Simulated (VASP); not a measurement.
# CoO (R3m) in VASP: further runs

The runs below take CoO through single point, with PBEsol.

All numbers are computed with VASP 6.6.1; they aren't measurements. Logs are shortened: lines on timing, memory, paths and dates and some standing lists are left out, and cuts for length are marked.

## Step 1: The cell of the first run

The structure is trigonal, space group R3m (No. 160). Conventional cell: a = 3.204 Å, b = 3.204 Å, c = 7.699 Å, α = 90.00°, β = 90.00°, γ = 120.00°. Within 2.5 Å of Co (site symmetry 3m) lie 4 O at 1.91 to 1.96 Å. O (site symmetry 3m) has 4 Co at 1.91 to 1.96 Å within 2.5 Å.

## Step 2: Single point, PBEsol, collinear spin, antiferromagnetic start

INCAR

```
  PREC = Accurate
  ENCUT = 520
  EDIFF = 1E-7
  ISMEAR = 0
  SIGMA = 0.1
  LREAL = F
  LASPH = T
  NELM = 150
  ALGO = Normal
  ISIF = 2
  LWAVE = F
  LCHARG = F
  ISPIN = 2
  MAGMOM = -3 3 0 0
  LORBIT = 11
  LMAXMIX = 4
  GGA = PS
  NBANDS = 27
```

KPOINTS

```
Automatic mesh
0
Gamma
  6 6 6
```

POSCAR

```
CoO
1.0
    1.6022198417      0.9250420569      5.1329417806
   -1.6022198417      0.9250420569      5.1329417806
    0.0000000000     -1.8500841138      5.1329417806
Co O
2 2
Direct
    0.9994877300      0.9994877300      0.9994877300
    0.4994905900      0.4994905900      0.4994905900
    0.3754955300      0.3754955300      0.3754955300
    0.8755255000      0.8755255000      0.8755255000
```

Potentials or basis: VASP PAW PBE potentials, release 64 (Co, O).

Command:

```sh
$ cat potpaw_PBE.64/Co/POTCAR potpaw_PBE.64/O/POTCAR > POTCAR
$ mpirun -np 1 vasp_std > vasp.out
```

OUTCAR:

```text
PREC = Accurate
   ENCUT = 520
   EDIFF = 1E-7
   ISMEAR = 0
   LREAL = F
   LASPH = T
   NELM = 150
   ISIF = 2
   ISPIN = 2
   LORBIT = 11
   GGA = PS

 ion  position               nearest neighbor table
   1  0.999  0.999  0.999-   4 1.91   3 1.96   3 1.96   3 1.96
   2  0.499  0.499  0.499-   3 1.91   4 1.96   4 1.96   4 1.96
   3  0.375  0.375  0.375-   2 1.91   1 1.96   1 1.96   1 1.96
   4  0.876  0.876  0.876-   1 1.91   2 1.96   2 1.96   2 1.96

  LATTYP: Found a trigonal (rhomboedric) cell.
 ALAT       =     5.4561802162
 COS(alpha) =     0.8275366594

  Lattice vectors:

 A1 = (   1.6022198417,   0.9250420569,   5.1329417806)
 A2 = (  -1.6022198417,   0.9250420569,   5.1329417806)
 A3 = (   0.0000000000,  -1.8500841138,   5.1329417806)

Analysis of symmetry for initial positions (statically):
=====================================================================
 Subroutine PRICEL returns:
 Original cell was already a primitive cell.

 Routine SETGRP: Setting up the symmetry group for a
 trigonal (rhombohedral) supercell.

 Subroutine GETGRP returns: Found  6 space group operations
 (whereof  6 operations were pure point group operations)
 out of a pool of 12 trial point group operations.

The static configuration has the point symmetry C_3v.

Analysis of symmetry for dynamics (positions and initial velocities):
=====================================================================
 Subroutine PRICEL returns:
 Original cell was already a primitive cell.

 Routine SETGRP: Setting up the symmetry group for a
 trigonal (rhombohedral) supercell.

 Subroutine GETGRP returns: Found  6 space group operations
 (whereof  6 operations were pure point group operations)
 out of a pool of 12 trial point group operations.

The dynamic configuration has the point symmetry C_3v.

Analysis of structural, dynamic, and magnetic symmetry:
=====================================================================
 Subroutine PRICEL returns:
 Original cell was already a primitive cell.

 Routine SETGRP: Setting up the symmetry group for a
 trigonal (rhombohedral) supercell.

 Subroutine GETGRP returns: Found  6 space group operations
 (whereof  6 operations were pure point group operations)
 out of a pool of 12 trial point group operations.

The overall configuration has the point symmetry C_3v.

 Subroutine INISYM returns: Found  6 space group operations
 (whereof  6 operations are pure point group operations),
 and found     1 'primitive' translations

----------------------------------------------------------------------------------------

                                     Primitive cell

  volume of cell :      45.6458

  direct lattice vectors                    reciprocal lattice vectors
     1.602219842  0.925042057  5.132941781     0.312067038  0.180171988  0.064940018
    -1.602219842  0.925042057  5.132941781    -0.312067038  0.180171988  0.064940018
     0.000000000 -1.850084114  5.132941781     0.000000000 -0.360343977  0.064940018

  length of vectors
     5.456180216  5.456180216  5.456180216     0.366148860  0.366148860  0.366148860

  position of ions in fractional coordinates (direct lattice)
     0.999487730  0.999487730  0.999487730
     0.499490590  0.499490590  0.499490590
     0.375495530  0.375495530  0.375495530
     0.875525500  0.875525500  0.875525500

  ion indices of the primitive-cell ions
   primitive index   ion index
                 1           1
                 2           2
                 3           3
                 4           4

----------------------------------------------------------------------------------------

 KPOINTS: Automatic mesh

Automatic generation of k-mesh.
 Grid dimensions read from file:
 generate k-points for:    6    6    6

 Generating k-lattice:

  Cartesian coordinates                     Fractional coordinates (reciprocal lattice)
     0.052011173  0.030028665  0.010823336     0.166666667 -0.000000000  0.000000000
    -0.052011173  0.030028665  0.010823336    -0.000000000  0.166666667  0.000000000
     0.000000000 -0.060057329  0.010823336     0.000000000  0.000000000  0.166666667

  Length of vectors
     0.061024810  0.061024810  0.061024810

  Shift w.r.t. Gamma in fractional coordinates (k-lattice)
     0.000000000  0.000000000  0.000000000

 Subroutine IBZKPT returns following result:
 ===========================================

 Found     32 irreducible k-points:

 Following reciprocal coordinates:
            Coordinates               Weight
  0.000000  0.000000  0.000000      1.000000
  0.166667  0.000000  0.000000      6.000000
  0.333333  0.000000  0.000000      6.000000
  0.500000 -0.000000  0.000000      3.000000
  0.166667  0.166667  0.000000      6.000000
  0.333333  0.166667  0.000000     12.000000
[... 16 lines left out ...]
  0.500000  0.500000  0.166667      6.000000
 -0.333333  0.500000  0.166667     12.000000
 [... further k-points ...]
   k-points           NKPTS =     32   k-points in BZ     NKDIM =     32   number of bands    NBANDS=     27
   number of dos      NEDOS =    301   number of ions     NIONS =      4
   total plane-waves  NPLWV =  74088
   dimension x,y,z NGX =    42 NGY =   42 NGZ =   42
   dimension x,y,z NGXF=    84 NGYF=   84 NGZF=   84
   ions per type =               2   2
   NGX,Y,Z   is equivalent  to a cutoff of  12.80, 12.80, 12.80 a.u.
   NGXF,Y,Z  is equivalent  to a cutoff of  25.59, 25.59, 25.59 a.u.
 SYSTEM =  unknown system
   PREC   = accura    normal or accurate (medium, high low for compatibility)
   ISTART =      0    job   : 0-new  1-cont  2-samecut
   ICHARG =      2    charge: 1-file 2-atom 10-const
   ISPIN  =      2    spin polarized calculation?
   LNONCOLLINEAR =      F non collinear calculations
   LSORBIT =      F    spin-orbit coupling
   LASPH  =      T    aspherical Exc in radial PAW
   ENCUT  =  520.0 eV  38.22 Ry    6.18 a.u.  10.14 10.14 10.14*2*pi/ulx,y,z
   NELM   =    150;   NELMIN=  2; NELMDL= -5     # of ELM steps
   EDIFF  = 0.1E-06   stopping-criterion for ELM
   LREAL  =      F    real-space projection
   EDIFFG = 0.1E-05   stopping-criterion for IOM
   NSW    =      0    number of steps for IOM
   IBRION =     -1    ionic relax: 0-MD 1-quasi-New 2-CG
   NFREE  =      0    steps in history (QN), initial steepest desc. (CG)
   ISIF   =      2    stress and relaxation
   ISYM   =      2    0-nonsym 1-usesym 2-fastsym
   POTIM  = 0.5000    time-step for ionic-motion
   TEBEG  =    0.0;   TEEND  =   0.0 temperature during run
   PSTRESS=    0.0 pullay stress
   NELECT =      30.0000    total number of electrons
   NUPDOWN=      -1.0000    fix difference up-down
   EMIN   =  10.00;   EMAX   =-10.00  energy-range for DOS
   EFERMI =   0.00;   METHOD = LEGACY
   ISMEAR =     0;   SIGMA  =   0.10  broadening in eV -4-tet -1-fermi 0-gaus
   EFERMI_NEDOS =   21; number of points for ismear=-14 and -15
   IALGO  =     38    algorithm
   IMIX   =      4    mixing-type and parameters
     AMIX     =   0.40;   BMIX     =  1.00
     AMIX_MAG =   1.60;   BMIX_MAG =  1.00
  volume/ion in A,a.u.               =      11.41        77.01
  Fermi-wavevector in a.u.,A,eV,Ry     =   1.423360  2.689761 27.564786  2.025955
  Thomas-Fermi vector in A             =   2.543966
   LORBIT       =     11    0 simple, 1 ext, 2 COOP (PROOUT), +10 PAW based schemes
   GGA     = PS    functional components
   LHFCALC =     F    Hartree Fock is set to
   AEXX    =    0.0000 exact exchange contribution
   IVDW    =     0    specifies the selected vdW correction
   LEPSILON=     F    determine dielectric tensor
   LRPA    =     F    only Hartree local field effects (RPA)
 spin polarized calculation
 Gauss-broadening in eV      SIGMA  =   0.10
  energy-cutoff  :      520.00
  volume of cell :       45.65
 maximum number of plane-waves:      1242
 NGX is ok and might be reduce to    42
   NGX = 21   NGY = 21   NGZ = 21

 number of electron      30.0000005 magnetization      -0.0001570

 number of electron      30.0000005 magnetization       0.0000813

 Free energy of the ion-electron system (eV)
  ---------------------------------------------------
  ext. energy  EPLUGINS =         0.00000000
  ---------------------------------------------------
  free energy    TOTEN  =       -28.56991023 eV

  energy without entropy =      -28.55947909  energy(sigma->0) =      -28.56469466

 E-fermi :   6.1280     XC(G=0): -11.4822

 val. band max:        6.0737832080   @ k =   0.5000   0.3333   0.3333
 cond. band min:       6.1621943054   @ k =   0.3333   0.3333   0.3333
 fundamental gap:      0.0884110974
 Fermi energy:         6.1280210000

 spin component 1

 k-point     1 :       0.0000    0.0000    0.0000
  band No.  band energies     occupation
      1     -13.9085      1.00000
      2     -13.1737      1.00000
      3      -0.9436      1.00000
      4       0.0168      1.00000
      5       0.0168      1.00000
      6       0.1132      1.00000
[... 19 lines left out ...]
     26      20.5671      0.00000
     27      23.1767      0.00000
[... 667 lines left out ...]
      5       0.2419      1.00000
      6       0.4833      1.00000
[... 19 lines left out ...]
     26      20.3265      0.00000
     27      20.9216      0.00000

 [... further k-points ...]

 spin component 2

 k-point     1 :       0.0000    0.0000    0.0000
  band No.  band energies     occupation
      1     -13.9085      1.00000
      2     -13.1739      1.00000
      3      -0.9434      1.00000
      4       0.0160      1.00000
      5       0.0160      1.00000
      6       0.1125      1.00000
[... 19 lines left out ...]
     26      20.5667      0.00000
     27      23.1768      0.00000
[... 667 lines left out ...]
      5       0.2417      1.00000
      6       0.4821      1.00000
[... 19 lines left out ...]
     26      20.3257      0.00000
     27      20.9215      0.00000

 [... further k-points ...]

------------------------ aborting loop because EDIFF is reached ----------------------------------------

  FORCE on cell =-STRESS in cart. coord.  units (eV):
  Direction    XX          YY          ZZ          XY          YZ          ZX
  --------------------------------------------------------------------------------------
  -------------------------------------------------------------------------------------
  Total       -2.6741925     -2.6741925     -3.2317454      0.0000000      0.0000000      0.0000000
  in kB      -93.8646535    -93.8646535   -113.4348621      0.0000000      0.0000000      0.0000000
  external PRESSURE =    -100.3880563 kB  Pullay stress =       0.0000000 kB

 VOLUME and BASIS-vectors are now :
 -----------------------------------------------------------------------------
  energy-cutoff  :      520.00
  volume of cell :       45.65
      direct lattice vectors                 reciprocal lattice vectors
     1.602219842  0.925042057  5.132941781     0.312067038  0.180171988  0.064940018
    -1.602219842  0.925042057  5.132941781    -0.312067038  0.180171988  0.064940018
     0.000000000 -1.850084114  5.132941781     0.000000000 -0.360343977  0.064940018

 POSITION                                       TOTAL-FORCE (eV/Angst)
 -----------------------------------------------------------------------------------
      0.00000      0.00000     15.39094         0.000000     -0.000000     -0.094522
      0.00000      0.00000      7.69157         0.000000     -0.000000     -0.097606
      0.00000      0.00000      5.78219         0.000000     -0.000000      0.099308
      0.00000      0.00000     13.48206         0.000000      0.000000      0.092819
 -----------------------------------------------------------------------------------
    total drift:                                0.000000     -0.000000     -0.000174

  FREE ENERGIE OF THE ION-ELECTRON SYSTEM (eV)
  ---------------------------------------------------
  free  energy   TOTEN  =       -28.5699102266 eV

  energy  without entropy=      -28.5594790884  energy(sigma->0) =      -28.56469466

 total charge

# of ion       s       p       d       tot
------------------------------------------
    1        0.350   0.451   7.223   8.023
    2        0.350   0.450   7.222   8.023
    3        1.547   3.411   0.000   4.959
    4        1.547   3.411   0.000   4.959
--------------------------------------------------
tot          3.795   7.723  14.445  25.963

 magnetization (x)

# of ion       s       p       d       tot
------------------------------------------
    1       -0.008  -0.043  -2.112  -2.164
    2        0.008   0.043   2.112   2.164
    3       -0.011  -0.135   0.000  -0.146
    4        0.011   0.135   0.000   0.146
--------------------------------------------------
tot         -0.000  -0.000   0.000   0.000
```

It took 2.3 min on 1 thread of Intel Xeon 6975P-C (Granite Rapids), shared host; peak memory 0.33 GiB.

Results:

| Property | Result |
| --- | --- |
| Free energy | -28.5699 eV |
| Pressure | -10.0 GPa |
| Largest force | 0.099 eV/Å |
| Band gap on the k mesh | zero (filled and empty bands overlap) |
| Net moment | 0.00 μB per cell |
| Site moments | Co -2.16, +2.16; O -0.15, +0.15 μB |
| Valence electrons inside the program's atomic spheres | Co 8.02; O 4.96 |

Forces on the atoms (eV/Å):
```
Co   0.000  0.000 -0.095
Co   0.000  0.000 -0.098
O    0.000  0.000  0.099
O    0.000  0.000  0.093
```

Levels at points of the mesh, in eV from the Fermi level:
Spin up:
```tsv
k point	band 13	band 14	band 15	band 16	band 17	band 18
(0.00, 0.00, 0.00)	-0.95	-0.20	-0.20	0.06	1.55	1.86
(0.50, 0.00, 0.00)	-1.41	-0.31	-0.19	0.06	0.50	0.97
(0.50, 0.50, 0.00)	-1.46	-0.47	-0.41	0.04	0.79	1.06
(0.50, 0.50, 0.50)	-1.17	0.10	0.10	0.75	1.82	1.82
```
Spin down:
| k point | band 11 | band 12 | band 13 | band 14 | band 15 | band 16 | band 17 | band 18 | band 19 | band 20 |
| --- | --- | --- | --- | --- | --- | --- | --- | --- | --- | --- |
| (0.00, 0.00, 0.00) | -1.84 | -0.95 | -0.95 | -0.20 | -0.20 | 0.06 | 1.55 | 1.86 | 1.86 | 5.56 |
| (0.50, 0.00, 0.00) | -2.05 | -1.88 | -1.41 | -0.31 | -0.19 | 0.06 | 0.50 | 0.97 | 5.75 | 5.88 |
| (0.50, 0.50, 0.00) | -2.03 | -1.70 | -1.46 | -0.47 | -0.41 | 0.05 | 0.79 | 1.06 | 5.35 | 5.61 |
| (0.50, 0.50, 0.50) | -1.35 | -1.17 | -1.17 | 0.10 | 0.10 | 0.75 | 1.82 | 1.82 | 2.49 | 2.87 |

Caveat: the k points lie up to 0.38 Å⁻¹ apart; the PAW data sets were made with another functional, which shifts forces and pressure a little; semilocal functionals often make such compounds metallic where correlation or magnetic order opens a gap, which also shifts bond lengths. With open d or f shells a metallic result of PBEsol can be an artefact of self-interaction; +U or a hybrid may open a gap.

[end of part 1 of 2]
